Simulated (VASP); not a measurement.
# GaN (P6_3mc) in VASP: a series of runs

The runs below take GaN through single point, with r2SCAN.

All numbers are computed with VASP 6.6.1; they aren't measurements. Logs are shortened: lines on timing, memory, paths and dates and some standing lists are left out, and cuts for length are marked.

**1. The cell of the first run**

It takes space group P6_3mc (No. 186, hexagonal). The conventional cell has a = 3.088 Å, b = 3.088 Å, c = 5.028 Å, α = 90.00°, β = 90.00°, γ = 120.00°. Within 2.5 Å of Ga (site symmetry 3m) lie 4 N at 1.89 Å. Within 2.5 Å of N (site symmetry 3m) lie 4 Ga at 1.89 Å.

**2. Single point, r2SCAN (strain -0.030 along x and y, -0.030 along z)**

File POSCAR:

```
GaN
1.0
    3.0876054770      0.0000000000      0.0000000000
   -1.5438027385      2.6739447799      0.0000000000
    0.0000000000      0.0000000000      5.0280883552
Ga N
2 2
Direct
    0.3333333333      0.6666666667      0.9991101046
    0.6666666667      0.3333333333      0.4991101046
    0.3333333333      0.6666666667      0.3758898954
    0.6666666667      0.3333333333      0.8758898954
```

File INCAR.step1:

```
SYSTEM = GaN
PREC = Accurate ; ENCUT = 520
ISMEAR = 0 ; SIGMA = 0.05
LREAL = .False. ; LASPH = .True.
NELM = 60 ; NBANDS = 26
GGA = PE ; ALGO = Normal
EDIFF = 1E-4 ; LWAVE = .True.
LCHARG = .False.
```

File INCAR.step2:

```
SYSTEM = GaN
PREC = Accurate ; ENCUT = 520
EDIFF = 1E-6 ; ISMEAR = 0
SIGMA = 0.05 ; LREAL = .False.
LASPH = .True. ; NELM = 60
ALGO = Normal ; ISIF = 2
LWAVE = .False. ; LCHARG = .True.
METAGGA = R2SCAN ; LMIXTAU = .True.
LELF = .True. ; LVHAR = .True.
NBANDS = 26 ; ISTART = 1
```

File KPOINTS:

```
regular mesh
0
Gamma
  12 12 6
  0 0 0
```

Potentials or basis: VASP PAW PBE potentials, release 64 (Ga_d, N).

Run with:

```sh
cat potpaw_PBE.64/Ga_d/POTCAR potpaw_PBE.64/N/POTCAR > POTCAR
cp INCAR.step1 INCAR
mpirun -np 1 vasp_std > vasp.out
cp INCAR.step2 INCAR
mpirun -np 1 vasp_std > vasp.out
```

OUTCAR:

```text
SYSTEM = GaN
   PREC = Accurate
   ENCUT = 520
   EDIFF = 1E-6
   ISMEAR = 0
   LREAL = .False.
   LASPH = .True.
   NELM = 60
   ISIF = 2
   METAGGA = R2SCAN
   ISTART = 1

 ion  position               nearest neighbor table
   1  0.333  0.667  0.999-   4 1.89   4 1.89   4 1.89   3 1.89
   2  0.667  0.333  0.499-   3 1.89   3 1.89   3 1.89   4 1.89
   3  0.333  0.667  0.376-   2 1.89   2 1.89   2 1.89   1 1.89
   4  0.667  0.333  0.876-   1 1.89   1 1.89   1 1.89   2 1.89

  LATTYP: Found a hexagonal cell.
 ALAT       =     3.0876054770
 C/A-ratio  =     1.6284750084

  Lattice vectors:

 A1 = (   3.0876054770,   0.0000000000,   0.0000000000)
 A2 = (  -1.5438027385,   2.6739447799,   0.0000000000)
 A3 = (   0.0000000000,   0.0000000000,   5.0280883552)

Analysis of symmetry for initial positions (statically):
=====================================================================
 Subroutine PRICEL returns:
 Original cell was already a primitive cell.

 Routine SETGRP: Setting up the symmetry group for a
 hexagonal supercell.

 Subroutine GETGRP returns: Found 12 space group operations
 (whereof  6 operations were pure point group operations)
 out of a pool of 24 trial point group operations.

The static configuration has the point symmetry C_3v.
 The point group associated with its full space group is C_6v.

Analysis of symmetry for dynamics (positions and initial velocities):
=====================================================================
 Subroutine PRICEL returns:
 Original cell was already a primitive cell.

 Routine SETGRP: Setting up the symmetry group for a
 hexagonal supercell.

 Subroutine GETGRP returns: Found 12 space group operations
 (whereof  6 operations were pure point group operations)
 out of a pool of 24 trial point group operations.

The dynamic configuration has the point symmetry C_3v.
 The point group associated with its full space group is C_6v.

 Subroutine INISYM returns: Found 12 space group operations
 (whereof  6 operations are pure point group operations),
 and found     1 'primitive' translations

----------------------------------------------------------------------------------------

                                     Primitive cell

  volume of cell :      41.5123

  direct lattice vectors                    reciprocal lattice vectors
     3.087605477  0.000000000  0.000000000     0.323875575  0.186989651  0.000000000
    -1.543802738  2.673944780  0.000000000     0.000000000  0.373979301  0.000000000
     0.000000000  0.000000000  5.028088355     0.000000000  0.000000000  0.198882742

  length of vectors
     3.087605477  3.087605477  5.028088355     0.373979301  0.373979301  0.198882742

  position of ions in fractional coordinates (direct lattice)
     0.333333333  0.666666667  0.999110105
     0.666666667  0.333333333  0.499110105
     0.333333333  0.666666667  0.375889895
     0.666666667  0.333333333  0.875889895

  ion indices of the primitive-cell ions
   primitive index   ion index
                 1           1
                 2           2
                 3           3
                 4           4

----------------------------------------------------------------------------------------

 KPOINTS: regular mesh

Automatic generation of k-mesh.
 Grid dimensions read from file:
 generate k-points for:   12   12    6

 Generating k-lattice:

  Cartesian coordinates                     Fractional coordinates (reciprocal lattice)
     0.026989631  0.015582471  0.000000000     0.083333333  0.000000000  0.000000000
     0.000000000  0.031164942  0.000000000     0.000000000  0.083333333  0.000000000
     0.000000000  0.000000000  0.033147124     0.000000000  0.000000000  0.166666667

  Length of vectors
     0.031164942  0.031164942  0.033147124

  Shift w.r.t. Gamma in fractional coordinates (k-lattice)
     0.000000000  0.000000000  0.000000000

 Subroutine IBZKPT returns following result:
 ===========================================

 Found     76 irreducible k-points:

 Following reciprocal coordinates:
            Coordinates               Weight
  0.000000  0.000000  0.000000      1.000000
  0.083333 -0.000000  0.000000      6.000000
  0.166667 -0.000000  0.000000      6.000000
  0.250000 -0.000000  0.000000      6.000000
  0.333333 -0.000000  0.000000      6.000000
  0.416667 -0.000000  0.000000      6.000000
[... 16 lines left out ...]
  0.250000 -0.000000  0.166667     12.000000
  0.333333 -0.000000  0.166667     12.000000
 [... further k-points ...]
   k-points           NKPTS =     76   k-points in BZ     NKDIM =     76   number of bands    NBANDS=     26
   number of dos      NEDOS =    301   number of ions     NIONS =      4
   total plane-waves  NPLWV =  23040
   dimension x,y,z NGX =    24 NGY =   24 NGZ =   40
   dimension x,y,z NGXF=    48 NGYF=   48 NGZF=   80
   ions per type =               2   2
   NGX,Y,Z   is equivalent  to a cutoff of  12.92, 12.92, 13.23 a.u.
[... 65 lines left out ...]
 Fermi energy:         6.4094742548

 k-point     1 :       0.0000    0.0000    0.0000
  band No.  band energies     occupation
      1     -11.5035      2.00000
      2     -10.2172      2.00000
      3      -7.7822      2.00000
      4      -7.7635      2.00000
      5      -7.7635      2.00000
      6      -7.6737      2.00000
[... 18 lines left out ...]
     25      19.3534      0.00000
     26      19.3534      0.00000

 k-point     2 :       0.0833   -0.0000    0.0000
  band No.  band energies     occupation
      1     -11.4220      2.00000
      2     -10.1901      2.00000
      3      -7.7755      2.00000
      4      -7.7498      2.00000
      5      -7.7413      2.00000
      6      -7.6635      2.00000
[... 18 lines left out ...]
     25      18.9775      0.00000
     26      19.5384      0.00000

 k-point     3 :       0.1667   -0.0000    0.0000
  band No.  band energies     occupation
      1     -11.1948      2.00000
      2     -10.1210      2.00000
      3      -7.7448      2.00000
      4      -7.7157      2.00000
      5      -7.6829      2.00000
      6      -7.6240      2.00000
[... 18 lines left out ...]
     25      19.0126      0.00000
     26      19.9450      0.00000

 k-point     4 :       0.2500   -0.0000    0.0000
  band No.  band energies     occupation
      1     -10.8764      2.00000
      2     -10.0399      2.00000
      3      -7.7096      2.00000
      4      -7.6801      2.00000
      5      -7.6051      2.00000
      6      -7.5334      2.00000
[... 18 lines left out ...]
     25      18.8665      0.00000
     26      20.5035      0.00000

 k-point     5 :       0.3333   -0.0000    0.0000
  band No.  band energies     occupation
      1     -10.5557      2.00000
      2      -9.9769      2.00000
      3      -7.6924      2.00000
      4      -7.6593      2.00000
      5      -7.5522      2.00000
      6      -7.4648      2.00000
[... 18 lines left out ...]
     25      19.0483      0.00000
     26      21.2296      0.00000

 k-point     6 :       0.4167   -0.0000    0.0000
  band No.  band energies     occupation
      1     -10.3247      2.00000
      2      -9.9460      2.00000
      3      -7.6928      2.00000
      4      -7.6529      2.00000
      5      -7.5225      2.00000
      6      -7.4526      2.00000
[... 427 lines left out ...]
 k-point    21 :       0.0833   -0.0000    0.1667
  band No.  band energies     occupation
      1     -11.3289      2.00000
      2     -10.2487      2.00000
      3      -7.7640      2.00000
      4      -7.7466      2.00000
      5      -7.7318      2.00000
      6      -7.6725      2.00000
[... 18 lines left out ...]
     25      18.8046      0.00000
     26      19.2291      0.00000

 k-point    22 :       0.1667   -0.0000    0.1667
  band No.  band energies     occupation
      1     -11.1091      2.00000
      2     -10.1682      2.00000
      3      -7.7386      2.00000
      4      -7.7106      2.00000
      5      -7.6778      2.00000
      6      -7.6276      2.00000
[... 18 lines left out ...]
     25      18.5931      0.00000
     26      19.6920      0.00000

 k-point    23 :       0.2500   -0.0000    0.1667
  band No.  band energies     occupation
      1     -10.8035      2.00000
      2     -10.0722      2.00000
      3      -7.7092      2.00000
      4      -7.6712      2.00000
      5      -7.6197      2.00000
      6      -7.5440      2.00000
[... 18 lines left out ...]
     25      18.6765      0.00000
     26      20.3189      0.00000

 k-point    24 :       0.3333   -0.0000    0.1667
  band No.  band energies     occupation
      1     -10.4996      2.00000
      2      -9.9953      2.00000
      3      -7.6973      2.00000
      4      -7.6460      2.00000
      5      -7.5745      2.00000
      6      -7.4766      2.00000
[... 18 lines left out ...]
     25      18.8824      0.00000
     26      20.9463      0.00000

 [... further k-points ...]

------------------------ aborting loop because EDIFF is reached ----------------------------------------

  FORCE on cell =-STRESS in cart. coord.  units (eV):
  Direction    XX          YY          ZZ          XY          YZ          ZX
  --------------------------------------------------------------------------------------
  -------------------------------------------------------------------------------------
  Total        6.0550490      6.0550490      6.0138044      0.0000000      0.0000000      0.0000000
  in kB      233.6959080    233.6959080    232.1040641      0.0000000      0.0000000      0.0000000
  external PRESSURE =     233.1652934 kB  Pullay stress =       0.0000000 kB

 VOLUME and BASIS-vectors are now :
 -----------------------------------------------------------------------------
  energy-cutoff  :      520.00
  volume of cell :       41.51
      direct lattice vectors                 reciprocal lattice vectors
     3.087605477  0.000000000  0.000000000     0.323875575  0.186989651  0.000000000
    -1.543802738  2.673944780  0.000000000     0.000000000  0.373979301  0.000000000
     0.000000000  0.000000000  5.028088355     0.000000000  0.000000000  0.198882742

 POSITION                                       TOTAL-FORCE (eV/Angst)
 -----------------------------------------------------------------------------------
     -0.00000      1.78263      5.02361        -0.000000     -0.000000      0.022896
      1.54380      0.89131      2.50957        -0.000000      0.000000      0.022896
     -0.00000      1.78263      1.89001         0.000000      0.000000     -0.022896
      1.54380      0.89131      4.40405         0.000000     -0.000000     -0.022896
 -----------------------------------------------------------------------------------
    total drift:                                0.000002      0.000003      0.015931

  FREE ENERGIE OF THE ION-ELECTRON SYSTEM (eV)
  ---------------------------------------------------
  free  energy   TOTEN  =       -43.5355636325 eV

  energy  without entropy=      -43.5355636325  energy(sigma->0) =      -43.53556363
```

Run time: 2.7 min. Hardware: 1 thread of AMD EPYC 9R45 (Zen 5), shared host; peak memory 0.18 GiB.

Results:

```yaml
Free_energy: -43.5356 eV
Pressure: 23.3 GPa
Largest_force: 0.023 eV/Å
Band_gap_on_the_k_mesh: 2.98 eV
```

Forces on the atoms (eV/Å):
```
Ga   0.000  0.000  0.023
Ga   0.000  0.000  0.023
N    0.000  0.000 -0.023
N    0.000  0.000 -0.023
```

Caveat: the cell differs from its parent crystal (strain -0.030 along x and y, -0.030 along z); the cell stands under pressure; the PAW data sets were made with another functional, which shifts forces and pressure a little.

**3. Single point, r2SCAN (strain -0.030 along x and y, -0.015 along z)**

POSCAR: that of step 2 with these lines changed.

```diff
@@ -4,3 +4,3 @@
    -1.5438027385      2.6739447799      0.0000000000
-    0.0000000000      0.0000000000      5.0280883552
+    0.0000000000      0.0000000000      5.1058422989
 Ga N
```

File INCAR.step1:

```
PREC = Accurate
ENCUT = 520
ISMEAR = 0
SIGMA = 0.05
LREAL = F
LASPH = T
NELM = 60
NBANDS = 26
GGA = PE
ALGO = Normal
EDIFF = 1E-4
LWAVE = T
LCHARG = F
```

File INCAR.step2:

```
PREC = Accurate
ENCUT = 520
EDIFF = 1E-6
ISMEAR = 0
SIGMA = 0.05
LREAL = F
LASPH = T
NELM = 60
ALGO = Normal
ISIF = 2
LWAVE = F
LCHARG = F
METAGGA = R2SCAN
LMIXTAU = T
NBANDS = 26
ISTART = 1
```

File KPOINTS:

```
regular mesh
0
Gamma
  12 12 6
```

Potentials or basis: VASP PAW PBE potentials, release 64 (Ga_d, N).

Run with:

```sh
cat potpaw_PBE.64/Ga_d/POTCAR potpaw_PBE.64/N/POTCAR > POTCAR
cp INCAR.step1 INCAR
mpirun -np 1 vasp_std > vasp.out
cp INCAR.step2 INCAR
mpirun -np 1 vasp_std > vasp.out
```

It took 2.8 min on 1 thread of AMD EPYC 9R45 (Zen 5), shared host; peak memory 0.18 GiB.

The run converged. Its results:

```
Free energy            : -43.6100 eV
Pressure               : 19.1 GPa
Largest force          : 0.254 eV/Å
Band gap on the k mesh : 2.82 eV
```

Forces on the atoms (eV/Å):
```
Ga   0.000  0.000  0.254
Ga   0.000  0.000  0.254
N    0.000  0.000 -0.254
N    0.000  0.000 -0.254
```

Stress tensor (GPa, compression positive):
```
21.69  0.00  0.00
 0.00 21.69  0.00
 0.00  0.00 13.79
```

Levels at points of the mesh, in eV from the valence-band top:
| k point | band 14 | band 15 | band 16 | band 17 | band 18 | band 19 | band 20 | band 21 | band 22 | band 23 |
| --- | --- | --- | --- | --- | --- | --- | --- | --- | --- | --- |
| (0.00, 0.00, 0.00) | -1.11 | -1.11 | -0.11 | 0.00 | 0.00 | 2.82 | 5.48 | 10.29 | 11.18 | 11.18 |
| (0.50, 0.00, 0.00) | -5.79 | -4.66 | -3.08 | -2.48 | -1.18 | 5.90 | 6.41 | 6.80 | 9.96 | 11.50 |
| (0.00, 0.00, 0.50) | -4.18 | -0.57 | -0.57 | -0.57 | -0.57 | 5.32 | 5.32 | 9.50 | 9.50 | 11.69 |
| (0.50, 0.00, 0.50) | -7.18 | -2.20 | -2.20 | -2.20 | -2.20 | 5.08 | 5.08 | 8.86 | 8.86 | 11.24 |

Caveat: the cell differs from its parent crystal (strain -0.030 along x and y, -0.015 along z); the stress differs along the axes, from 14 to 22 GPa; the PAW data sets were made with another functional, which shifts forces and pressure a little.

**4. Single point, r2SCAN (strain -0.030 along x and y, +0.000 along z)**

POSCAR: that of step 3 with these lines changed.

```diff
@@ -4,3 +4,3 @@
    -1.5438027385      2.6739447799      0.0000000000
-    0.0000000000      0.0000000000      5.1058422989
+    0.0000000000      0.0000000000      5.1835962425
 Ga N
```

File INCAR.step1:

```
PREC     = Accurate       # precision mode
ENCUT    = 520            # plane-wave cutoff, eV
ISMEAR   = 0              # smearing method
SIGMA    = 0.05           # smearing width, eV
LREAL    = False          # projectors in reciprocal space
LASPH    = True           # aspherical terms in the spheres
NELM     = 60             # most SCF steps
NBANDS   = 26             # bands
GGA      = PE             # functional
ALGO     = Normal         # electronic algorithm
EDIFF    = 1E-4           # SCF threshold, eV
LWAVE    = True           # write WAVECAR
LCHARG   = False          # write CHGCAR
```

File INCAR.step2:

```
PREC     = Accurate       # precision mode
ENCUT    = 520            # plane-wave cutoff, eV
EDIFF    = 1E-6           # SCF threshold, eV
ISMEAR   = 0              # smearing method
SIGMA    = 0.05           # smearing width, eV
LREAL    = False          # projectors in reciprocal space
LASPH    = True           # aspherical terms in the spheres
NELM     = 60             # most SCF steps
ALGO     = Normal         # electronic algorithm
ISIF     = 2              # what is computed and relaxed
LWAVE    = False          # write WAVECAR
LCHARG   = False          # write CHGCAR
METAGGA  = R2SCAN         # meta-GGA
LMIXTAU  = True         
NBANDS   = 26             # bands
ISTART   = 1
```

KPOINTS is that of step 3.

Run with:

```sh
cat potpaw_PBE.64/Ga_d/POTCAR potpaw_PBE.64/N/POTCAR > POTCAR
cp INCAR.step1 INCAR
mpirun -np 1 vasp_std > vasp.out
cp INCAR.step2 INCAR
mpirun -np 1 vasp_std > vasp.out
```

Run time: 2.4 min. Hardware: 1 thread of AMD EPYC 9R45 (Zen 5), shared host; peak memory 0.18 GiB.

It converged, with:

| Quantity | Value |
| --- | --- |
| Free energy | -43.6494 eV |
| Pressure | 15.3 GPa |
| Largest force | 0.430 eV/Å |
| Band gap on the k mesh | 2.65 eV |

Forces in eV/Å, atoms in the order of the input:
```
Ga   0.000  0.000  0.430
Ga   0.000  0.000  0.430
N    0.000  0.000 -0.430
N    0.000  0.000 -0.430
```

Stress tensor (GPa, compression positive):
```
20.12  0.00  0.00
 0.00 20.12  0.00
 0.00  0.00  5.63
```

Levels at points of the mesh, in eV from the valence-band top:
| k point | band 16 | band 17 | band 18 | band 19 | band 20 | band 21 |
| --- | --- | --- | --- | --- | --- | --- |
| (0.00, 0.00, 0.00) | -0.17 | 0.00 | 0.00 | 2.65 | 5.50 | 10.07 |
| (0.50, 0.00, 0.00) | -2.97 | -2.45 | -1.19 | 5.94 | 6.28 | 6.62 |
| (0.00, 0.00, 0.50) | -0.53 | -0.53 | -0.53 | 5.25 | 5.25 | 9.32 |
| (0.50, 0.00, 0.50) | -2.24 | -2.15 | -2.15 | 4.97 | 4.97 | 8.71 |

Caveat: the cell differs from its parent crystal (strain -0.030 along x and y, +0.000 along z); the stress differs along the axes, from 6 to 20 GPa; the PAW data sets were made with another functional, which shifts forces and pressure a little.

**5. Overview**

| cell | gap on the mesh (eV) | pressure (GPa) | largest force (eV/Å) |
| --- | --- | --- | --- |
| a = 3.088, b = 3.088, c = 5.028 Å, angles 90.0, 90.0, 120.0°, 4 atoms | 2.98 | 23.3 | 0.02 |
| a = 3.088, b = 3.088, c = 5.106 Å, angles 90.0, 90.0, 120.0°, 4 atoms | 2.82 | 19.1 | 0.25 |
| a = 3.088, b = 3.088, c = 5.184 Å, angles 90.0, 90.0, 120.0°, 4 atoms | 2.65 | 15.3 | 0.43 |

Alike in all rows: task single point; level r2SCAN; potentials or basis VASP PAW PBE potentials, release 64 (Ga_d, N); no spin polarisation; k mesh 12 × 12 × 6; cutoff (eV) 520; smearing gaussian 0.05 eV.

Caveats: the PAW data sets were made with another functional, which shifts forces and pressure a little; the cell stands under pressure (at least some runs); the stress differs along the axes, from 14 to 22 GPa (at least some runs); the stress differs along the axes, from 6 to 20 GPa (at least some runs).

Total energies depend on the potentials used, so only differences within one code and one set of settings carry meaning.
